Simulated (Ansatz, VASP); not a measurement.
# Two plane-wave programs on NbB3

Contents of INCAR:

```
  ALGO = Fast
  EDIFF = 1E-6
  EDIFFG = -0.01
  ENCUT = 600
  GGA = PE
  IBRION = 2
  ISIF = 3
  ISMEAR = 0
  LASPH = T
  LCHARG = F
  LREAL = F
  LWAVE = F
  NELM = 60
  NSW = 100
  PREC = Accurate
  SIGMA = 0.1
```

The input KPOINTS:

```
k-points
0
Gamma
  16 16 12
```

POSCAR

```
NbB3
1.0
    2.9780408314      0.0000000000      0.0000000000
    0.0000000000      2.9641029545      0.0000000000
   -0.0510501944      0.0000000000      4.0361224268
Nb B
1 3
Direct
    0.9966890799      0.0000000000      0.0828052314
    0.5376746208      0.0000000000      0.5551522361
    0.4878273915      0.5000000000      0.8049227667
    0.9778089079      0.5000000000      0.5571197659
```

Input for Ansatz:

```yaml
crystal:
  lattice:
    - [2.9780408314, 0.0, 0.0]
    - [0.0, 2.9641029545, 0.0]
    - [-0.0510501944, 0.0, 4.0361224268]
  atoms:
    - { symbol: Nb, position: [0.9966890799, 0.0, 0.0828052314] }
    - { symbol: B, position: [0.5376746208, 0.0, 0.5551522361] }
    - { symbol: B, position: [0.4878273915, 0.5, 0.8049227667] }
    - { symbol: B, position: [0.9778089079, 0.5, 0.5571197659] }
basis:
  ecutwfc: 420
kpoints:
  mp_grid: { grid: [16, 16, 12] }
hamiltonian:
  xc: pbe
scf:
  occupations: { method: gaussian, width: 0.1 }
output:
  forces: true
  stress: true
  eigenvalues: true
relax:
  adjacent_minimum: "off"
  f_tol: 0.01
  max_steps: 80
  cell: { stress_tol: 0.05 }
```

Change from the starting cell: the structure that the rattled Cu3Au (L1_2) type (Pm-3m, No. 221) fell into.

Alike in both runs: task relaxation of cell and atoms; functional PBE; k mesh 16 × 16 × 12; occupations gaussian, width 0.1 eV; no spin polarisation.

```csv
,VASP,Ansatz
version,VASP 6.6.1,Ansatz 0.2.0
potentials or method,"VASP PAW PBE potentials, release 64 (Nb_sv, B), cutoff 600 eV","scalar-relativistic, plane waves, PAW"
valence electrons in the cell,22,22
```

VASP gave:

- gap on the k mesh at the Fermi level, each at its own relaxed structure (eV): none
- relaxed volume (Å³/atom): 8.91
- relaxed length of the cell vector where the two differ most in proportion (Å): 2.985

**Question.** Estimate Ansatz's values.

**Answer.** gap on the k mesh at the Fermi level, each at its own relaxed structure (eV): none; relaxed volume (Å³/atom): 8.92; relaxed length of the cell vector where the two differ most in proportion (Å): 2.987.

A gap of «none» marks a metal or a gap that the smearing closes.
